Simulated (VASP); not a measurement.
# AlNi (Cmmm) in VASP: a series of runs

The runs below take AlNi through single point, with r2SCAN.

All numbers are computed with VASP 6.6.1; they aren't measurements. Logs are shortened: lines on timing, memory, paths and dates and some standing lists are left out, and cuts for length are marked.

## (1) The cell of the first run

It takes space group Cmmm (No. 65, orthorhombic). Conventional cell: a = 3.756 Å, b = 3.784 Å, c = 3.303 Å, α = 90.00°, β = 90.00°, γ = 90.00°. Within 3.4 Å of Al (site symmetry mmm) lie 8 Ni at 2.50 to 2.51 Å and 6 Al at 2.67 to 3.30 Å. Ni (site symmetry mmm) has 8 Al at 2.50 to 2.51 Å and 6 Ni at 2.67 to 3.30 Å within 3.4 Å.

## (2) Single point, r2SCAN

Contents of POSCAR:

```
AlNi
1.0
    1.8780696935     -1.8921125388      0.0000000000
    1.8780696935      1.8921125388      0.0000000000
    0.0000000000      0.0000000000      3.3027595847
Al Ni
1 1
Direct
    0.0000000000      0.0000000000      0.0000000000
    0.5000000000      0.5000000000      0.5000000000
```

Contents of INCAR.step1:

```
SYSTEM = AlNi
ALGO     = Normal         ! electronic algorithm
EDIFF    = 1E-4           ! SCF threshold, eV
ENCUT    = 520            ! plane-wave cutoff, eV
GGA      = PE             ! functional
ISMEAR   = 0              ! smearing method
LASPH    = .TRUE.         ! aspherical terms in the spheres
LCHARG   = .FALSE.        ! write CHGCAR
LREAL    = .FALSE.        ! projectors in reciprocal space
LWAVE    = .TRUE.         ! write WAVECAR
NBANDS   = 14             ! bands
NELM     = 100            ! most SCF steps
PREC     = Accurate       ! precision mode
SIGMA    = 0.15           ! smearing width, eV
```

Contents of INCAR.step2:

```
SYSTEM = AlNi
ALGO     = Normal         ! electronic algorithm
EDIFF    = 1E-7           ! SCF threshold, eV
ENCUT    = 520            ! plane-wave cutoff, eV
ISIF     = 2              ! what is computed and relaxed
ISMEAR   = 0              ! smearing method
ISTART   = 1            
LASPH    = .TRUE.         ! aspherical terms in the spheres
LCHARG   = .TRUE.         ! write CHGCAR
LELF     = .TRUE.         ! ELF
LMIXTAU  = .TRUE.       
LREAL    = .FALSE.        ! projectors in reciprocal space
LVHAR    = .TRUE.       
LWAVE    = .FALSE.        ! write WAVECAR
METAGGA  = R2SCAN         ! meta-GGA
NBANDS   = 14             ! bands
NELM     = 100            ! most SCF steps
PREC     = Accurate       ! precision mode
SIGMA    = 0.15           ! smearing width, eV
```

Contents of KPOINTS:

```
k-points
0
G
  20 20 18
  0 0 0
```

Potentials or basis: VASP PAW PBE potentials, release 64 (Al, Ni).

Command:

```bash
cat potpaw_PBE.64/Al/POTCAR potpaw_PBE.64/Ni/POTCAR > POTCAR
cp INCAR.step1 INCAR
mpirun -np 1 vasp_std > vasp.out
cp INCAR.step2 INCAR
mpirun -np 1 vasp_std > vasp.out
```

OUTCAR:

```text
SYSTEM = AlNi
   EDIFF = 1E-7
   ENCUT = 520
   ISIF = 2
   ISMEAR = 0
   ISTART = 1
   LASPH = .TRUE.
   LREAL = .FALSE.
   METAGGA = R2SCAN
   NELM = 100
   PREC = Accurate

 ion  position               nearest neighbor table
   1  0.000  0.000  0.000-   2 2.50   2 2.50   2 2.50   2 2.50   2 2.51   2 2.51   2 2.51   2 2.51

   2  0.500  0.500  0.500-   1 2.50   1 2.50   1 2.50   1 2.50   1 2.51   1 2.51   1 2.51   1 2.51

  LATTYP: Found a base centered orthorhombic cell.
 ALAT       =     3.7561393870
 B/A-ratio  =     1.0074772759
 C/A-ratio  =     0.8792963318

  Lattice vectors:

 A1 = (   1.8780696935,  -1.8921125388,   0.0000000000)
 A2 = (   1.8780696935,   1.8921125388,   0.0000000000)
 A3 = (   0.0000000000,   0.0000000000,   3.3027595847)

Analysis of symmetry for initial positions (statically):
=====================================================================
 Subroutine PRICEL returns:
 Original cell was already a primitive cell.

 Routine SETGRP: Setting up the symmetry group for a
 base centered orthorhombic supercell.

 Subroutine GETGRP returns: Found  8 space group operations
 (whereof  8 operations were pure point group operations)
 out of a pool of  8 trial point group operations.

The static configuration has the point symmetry D_2h.

Analysis of symmetry for dynamics (positions and initial velocities):
=====================================================================
 Subroutine PRICEL returns:
 Original cell was already a primitive cell.

 Routine SETGRP: Setting up the symmetry group for a
 base centered orthorhombic supercell.

 Subroutine GETGRP returns: Found  8 space group operations
 (whereof  8 operations were pure point group operations)
 out of a pool of  8 trial point group operations.

The dynamic configuration has the point symmetry D_2h.

 Subroutine INISYM returns: Found  8 space group operations
 (whereof  8 operations are pure point group operations),
 and found     1 'primitive' translations

----------------------------------------------------------------------------------------

                                     Primitive cell

  volume of cell :      23.4728

  direct lattice vectors                    reciprocal lattice vectors
     1.878069694 -1.892112539  0.000000000     0.266230802 -0.264254895  0.000000000
     1.878069694  1.892112539  0.000000000     0.266230802  0.264254895  0.000000000
     0.000000000  0.000000000  3.302759585     0.000000000  0.000000000  0.302777109

  length of vectors
     2.665939916  2.665939916  3.302759585     0.375112635  0.375112635  0.302777109

  position of ions in fractional coordinates (direct lattice)
     0.000000000  0.000000000  0.000000000
     0.500000000  0.500000000  0.500000000

  ion indices of the primitive-cell ions
   primitive index   ion index
                 1           1
                 2           2

----------------------------------------------------------------------------------------

 KPOINTS: k-points

Automatic generation of k-mesh.
 Grid dimensions read from file:
 generate k-points for:   20   20   18

 Generating k-lattice:

  Cartesian coordinates                     Fractional coordinates (reciprocal lattice)
     0.013311540 -0.013212745  0.000000000     0.050000000  0.000000000  0.000000000
     0.013311540  0.013212745  0.000000000     0.000000000  0.050000000  0.000000000
     0.000000000  0.000000000  0.016820951     0.000000000  0.000000000  0.055555556

  Length of vectors
     0.018755632  0.018755632  0.016820951

  Shift w.r.t. Gamma in fractional coordinates (k-lattice)
     0.000000000  0.000000000  0.000000000

 Subroutine IBZKPT returns following result:
 ===========================================

 Found   1110 irreducible k-points:

 Following reciprocal coordinates:
            Coordinates               Weight
  0.000000  0.000000  0.000000      1.000000
  0.050000  0.000000  0.000000      4.000000
  0.100000  0.000000  0.000000      4.000000
  0.150000  0.000000  0.000000      4.000000
  0.200000  0.000000  0.000000      4.000000
  0.250000  0.000000  0.000000      4.000000
[... 16 lines left out ...]
 -0.400000  0.050000  0.000000      4.000000
 -0.350000  0.050000  0.000000      4.000000
 [... further k-points ...]
   k-points           NKPTS =   1110   k-points in BZ     NKDIM =   1110   number of bands    NBANDS=     14
   number of dos      NEDOS =    301   number of ions     NIONS =      2
   total plane-waves  NPLWV =  11200
   dimension x,y,z NGX =    20 NGY =   20 NGZ =   28
   dimension x,y,z NGXF=    40 NGYF=   40 NGZF=   56
   ions per type =               1   1
   NGX,Y,Z   is equivalent  to a cutoff of  12.47, 12.47, 14.09 a.u.
   NGXF,Y,Z  is equivalent  to a cutoff of  24.94, 24.94, 28.19 a.u.
 SYSTEM =  AlNi
   PREC   = accura    normal or accurate (medium, high low for compatibility)
   ISTART =      1    job   : 0-new  1-cont  2-samecut
   ICHARG =      0    charge: 1-file 2-atom 10-const
   ISPIN  =      1    spin polarized calculation?
   LNONCOLLINEAR =      F non collinear calculations
   LSORBIT =      F    spin-orbit coupling
   LASPH  =      T    aspherical Exc in radial PAW
   ENCUT  =  520.0 eV  38.22 Ry    6.18 a.u.   4.96  4.96  6.14*2*pi/ulx,y,z
   NELM   =    100;   NELMIN=  2; NELMDL=  0     # of ELM steps
   EDIFF  = 0.1E-06   stopping-criterion for ELM
   LREAL  =      F    real-space projection
   EDIFFG = 0.1E-05   stopping-criterion for IOM
   NSW    =      0    number of steps for IOM
   IBRION =     -1    ionic relax: 0-MD 1-quasi-New 2-CG
   NFREE  =      0    steps in history (QN), initial steepest desc. (CG)
   ISIF   =      2    stress and relaxation
   ISYM   =      2    0-nonsym 1-usesym 2-fastsym
   POTIM  = 0.5000    time-step for ionic-motion
   TEBEG  =    0.0;   TEEND  =   0.0 temperature during run
   PSTRESS=    0.0 pullay stress
   NELECT =      13.0000    total number of electrons
   NUPDOWN=      -1.0000    fix difference up-down
   EMIN   =  10.00;   EMAX   =-10.00  energy-range for DOS
   EFERMI =   0.00;   METHOD = LEGACY
   ISMEAR =     0;   SIGMA  =   0.15  broadening in eV -4-tet -1-fermi 0-gaus
   EFERMI_NEDOS =   21; number of points for ismear=-14 and -15
   IALGO  =     38    algorithm
   IMIX   =      4    mixing-type and parameters
     AMIX     =   0.40;   BMIX     =  1.00
     AMIX_MAG =   1.60;   BMIX_MAG =  1.00
  volume/ion in A,a.u.               =      11.74        79.20
  Fermi-wavevector in a.u.,A,eV,Ry     =   1.344417  2.540580 24.591955  1.807458
  Thomas-Fermi vector in A             =   2.472413
   LORBIT       =      0    0 simple, 1 ext, 2 COOP (PROOUT), +10 PAW based schemes
   METAGGA = R2SCAN    functional components
   LHFCALC =     F    Hartree Fock is set to
   AEXX    =    0.0000 exact exchange contribution
   IVDW    =     0    specifies the selected vdW correction
   LEPSILON=     F    determine dielectric tensor
   LRPA    =     F    only Hartree local field effects (RPA)
 non-spin polarized calculation
 Gauss-broadening in eV      SIGMA  =   0.15
  energy-cutoff  :      520.00
  volume of cell :       23.47
 maximum number of plane-waves:       653
   NGX =  9   NGY =  9   NGZ = 13

 number of electron      12.9999985 magnetization

 Free energy of the ion-electron system (eV)
  ---------------------------------------------------
  ext. energy  EPLUGINS =         0.00000000
  ---------------------------------------------------
  free energy    TOTEN  =       -19.94218944 eV

  energy without entropy =      -19.93024897  energy(sigma->0) =      -19.93621920

 E-fermi :  10.1566     XC(G=0): -13.1129

 val. band max:       10.1548964708   @ k =   0.1000   0.0500   0.1667
 cond. band min:      10.1571311877   @ k =  -0.2000   0.2000   0.2778
 fundamental gap:      0.0022347169
 Fermi energy:        10.1565881641

 k-point     1 :       0.0000    0.0000    0.0000
  band No.  band energies     occupation
      1      -1.7640      2.00000
      2       6.4078      2.00000
      3       6.7969      2.00000
      4       8.4206      2.00000
      5       8.4391      2.00000
      6       8.8313      2.00000
      7      11.3593      0.00000
      8      16.2716      0.00000
      9      19.0266      0.00000
     10      19.0640      0.00000
     11      19.5119      0.00000
     12      26.9045      0.00000
     13      31.3202      0.00000
     14      31.3354      0.00000

 k-point     2 :       0.0500    0.0000    0.0000
  band No.  band energies     occupation
      1      -1.7076      2.00000
      2       6.4281      2.00000
      3       6.8054      2.00000
      4       8.3626      2.00000
      5       8.4347      2.00000
      6       8.8108      2.00000
      7      11.4691      0.00000
      8      16.2540      0.00000
      9      17.8805      0.00000
     10      19.1089      0.00000
     11      20.5493      0.00000
     12      27.1847      0.00000
     13      30.2248      0.00000
     14      31.3451      0.00000

 k-point     3 :       0.1000    0.0000    0.0000
  band No.  band energies     occupation
      1      -1.5390      2.00000
      2       6.4860      2.00000
      3       6.8272      2.00000
      4       8.1914      2.00000
      5       8.4443      2.00000
      6       8.7521      2.00000
      7      11.7725      0.00000
      8      15.9416      0.00000
      9      16.7772      0.00000
     10      19.2977      0.00000
     11      21.5426      0.00000
     12      28.0097      0.00000
     13      28.6340      0.00000
     14      31.3963      0.00000

 k-point     4 :       0.1500    0.0000    0.0000
  band No.  band energies     occupation
      1      -1.2595      2.00000
      2       6.5721      2.00000
      3       6.8503      2.00000
      4       7.9645      2.00000
      5       8.4605      2.00000
      6       8.6628      2.00000
      7      12.2199      0.00000
      8      14.7321      0.00000
      9      16.6227      0.00000
     10      19.6051      0.00000
     11      22.2797      0.00000
     12      27.0483      0.00000
     13      29.2726      0.00000
     14      30.4718      0.00000

 k-point     5 :       0.2000    0.0000    0.0000
  band No.  band energies     occupation
      1      -0.8715      2.00000
      2       6.6627      2.00000
      3       6.8583      2.00000
      4       7.7240      2.00000
      5       8.4811      2.00000
      6       8.5537      2.00000
      7      12.7714      0.00000
      8      13.4022      0.00000
      9      16.7157      0.00000
     10      20.0220      0.00000
     11      22.8188      0.00000
[... 276 lines left out ...]
 k-point    22 :      -0.4500    0.0500    0.0000
  band No.  band energies     occupation
      1       2.5392      2.00000
      2       4.4116      2.00000
      3       6.9506      2.00000
      4       7.2348      2.00000
      5       8.0894      2.00000
      6       8.5382      2.00000
      7      10.0662      1.60604
      8      16.4281      0.00000
      9      17.7301      0.00000
     10      19.4301      0.00000
     11      22.5194      0.00000
     12      22.8186      0.00000
     13      24.8751      0.00000
     14      27.6947      0.00000

 k-point    23 :      -0.4000    0.0500    0.0000
  band No.  band energies     occupation
      1       1.7125      2.00000
      2       5.2509      2.00000
      3       7.0237      2.00000
      4       7.1810      2.00000
      5       8.1374      2.00000
      6       8.5268      2.00000
      7      10.2371      0.44798
      8      15.6958      0.00000
      9      17.5426      0.00000
     10      20.3812      0.00000
     11      21.8794      0.00000
     12      23.1286      0.00000
     13      25.8443      0.00000
     14      27.2461      0.00000

 k-point    24 :      -0.3500    0.0500    0.0000
  band No.  band energies     occupation
      1       0.9467      2.00000
      2       5.9596      2.00000
      3       7.0985      2.00000
      4       7.1432      2.00000
      5       8.2106      2.00000
      6       8.5092      2.00000
      7      10.6136      0.00002
      8      14.9198      0.00000
      9      17.3038      0.00000
     10      21.1503      0.00000
     11      21.5222      0.00000
     12      23.6290      0.00000
     13      26.8430      0.00000
     14      27.0901      0.00000

 [... further k-points ...]

------------------------ aborting loop because EDIFF is reached ----------------------------------------

  FORCE on cell =-STRESS in cart. coord.  units (eV):
  Direction    XX          YY          ZZ          XY          YZ          ZX
  --------------------------------------------------------------------------------------
  -------------------------------------------------------------------------------------
  Total        0.8225046      0.6447329     -0.8697746      0.0000000      0.0000000      0.0000000
  in kB       56.1414040     44.0073078    -59.3678961      0.0000000      0.0000000      0.0000000
  external PRESSURE =      13.5936052 kB  Pullay stress =       0.0000000 kB

 VOLUME and BASIS-vectors are now :
 -----------------------------------------------------------------------------
  energy-cutoff  :      520.00
  volume of cell :       23.47
      direct lattice vectors                 reciprocal lattice vectors
     1.878069694 -1.892112539  0.000000000     0.266230802 -0.264254895  0.000000000
     1.878069694  1.892112539  0.000000000     0.266230802  0.264254895  0.000000000
     0.000000000  0.000000000  3.302759585     0.000000000  0.000000000  0.302777109

 POSITION                                       TOTAL-FORCE (eV/Angst)
 -----------------------------------------------------------------------------------
      0.00000      0.00000      0.00000         0.000000      0.000000      0.000000
      1.87807      0.00000      1.65138         0.000000     -0.000000      0.000000
 -----------------------------------------------------------------------------------
    total drift:                                0.000000      0.000000      0.000000

  FREE ENERGIE OF THE ION-ELECTRON SYSTEM (eV)
  ---------------------------------------------------
  free  energy   TOTEN  =       -19.9421894386 eV

  energy  without entropy=      -19.9302489698  energy(sigma->0) =      -19.93621920
```

Wall time 8.7 min (1 thread of Intel Xeon 6975P-C (Granite Rapids), shared host); peak memory 0.46 GiB.

What came out:

```
Free energy            : -19.9422 eV
Pressure               : 1.4 GPa
Band gap on the k mesh : zero (an odd number of electrons rules out a gap without spin polarisation)
```

Levels at points of the mesh, in eV from the Fermi level:
```
           k point  band 3  band 4  band 5  band 6  band 7  band 8  band 9  band 10  band 11  band 12
(0.00, 0.00, 0.00)   -3.36   -1.74   -1.72   -1.33    1.20    6.12    8.87     8.91     9.36    16.75
(0.50, 0.00, 0.00)   -3.24   -2.93   -2.07   -1.58   -0.14    6.56    7.63     8.79    12.32    13.60
(0.50, 0.50, 0.00)   -2.78   -2.77   -2.11   -1.97   -0.68    2.80    4.12    10.56    13.04    13.20
(0.00, 0.00, 0.50)   -3.14   -2.01   -1.99   -1.78   -1.31    9.01   12.78    12.79    12.90    12.94
(0.50, 0.00, 0.50)   -3.71   -3.00   -2.04   -1.82   -1.57    1.48    2.02    15.88    16.69    16.89
(0.50, 0.50, 0.50)   -4.25   -1.43   -0.67    1.78    2.37    2.52    3.86     3.96     4.83     6.18
```

Caveat: the PAW data sets were made with another functional, which shifts forces and pressure a little.

## (3) Single point, r2SCAN

This run uses another cell than the first one, of the same volume but with other edges.

Contents of POSCAR:

```
AlNi
1.0
    2.0883948035     -2.1040103077      0.0000000000
    2.0883948035      2.1040103077      0.0000000000
    0.0000000000      0.0000000000      2.6710078401
Al Ni
1 1
Direct
    0.0000000000      0.0000000000      0.0000000000
    0.5000000000      0.5000000000      0.5000000000
```

Contents of INCAR.step1:

```
SYSTEM = AlNi
  PREC = Accurate
  ENCUT = 520
  ISMEAR = 0
  SIGMA = 0.15
  LREAL = .False.
  LASPH = .True.
  NELM = 100
  NBANDS = 14
  GGA = PE
  ALGO = Normal
  EDIFF = 1E-4
  LWAVE = .True.
  LCHARG = .False.
```

Contents of INCAR.step2:

```
SYSTEM = AlNi
  PREC = Accurate
  ENCUT = 520
  EDIFF = 1E-6
  ISMEAR = 0
  SIGMA = 0.15
  LREAL = .False.
  LASPH = .True.
  NELM = 100
  ALGO = Normal
  ISIF = 2
  LWAVE = .False.
  LCHARG = .False.
  METAGGA = R2SCAN
  LMIXTAU = .True.
  NBANDS = 14
  ISTART = 1
```

Contents of KPOINTS:

```
Automatic mesh
0
Gamma
  20 20 18
  0 0 0
```

Potentials or basis: VASP PAW PBE potentials, release 64 (Al, Ni).

Command:

```bash
cat potpaw_PBE.64/Al/POTCAR potpaw_PBE.64/Ni/POTCAR > POTCAR
cp INCAR.step1 INCAR
mpirun -np 1 vasp_std > vasp.out
cp INCAR.step2 INCAR
mpirun -np 1 vasp_std > vasp.out
```

It took 30 min on 1 thread of Oxide Virtual Turin-like, shared host; peak memory 0.42 GiB.

Results (log left out):

```yaml
Free_energy: -20.0148 eV
Pressure: 0.7 GPa
Band_gap_on_the_k_mesh: zero (an odd number of electrons rules out a gap without spin polarisation)
```

Stress tensor (GPa, compression positive):
```
-2.43  0.00  0.00
 0.00 -4.50  0.00
 0.00  0.00  8.97
```

Levels at points of the mesh, in eV from the Fermi level:
```
           k point  band 5  band 6  band 7  band 8  band 9  band 10
(0.00, 0.00, 0.00)   -1.57   -1.55    4.63    4.69    7.94     8.44
(0.50, 0.00, 0.00)   -2.03   -1.49   -0.95    8.35    9.28    10.32
(0.50, 0.50, 0.00)   -1.94   -1.93   -1.26    0.92    2.13    15.57
(0.00, 0.00, 0.50)   -2.62   -1.66   -0.13    8.73    9.71     9.77
(0.50, 0.00, 0.50)   -2.48   -2.28   -1.05    2.06    3.09    12.68
(0.50, 0.50, 0.50)   -0.91    1.94    2.04    2.21    3.95     4.68
```

Caveat: the PAW data sets were made with another functional, which shifts forces and pressure a little.

(Part 1 of 2 ends here.)
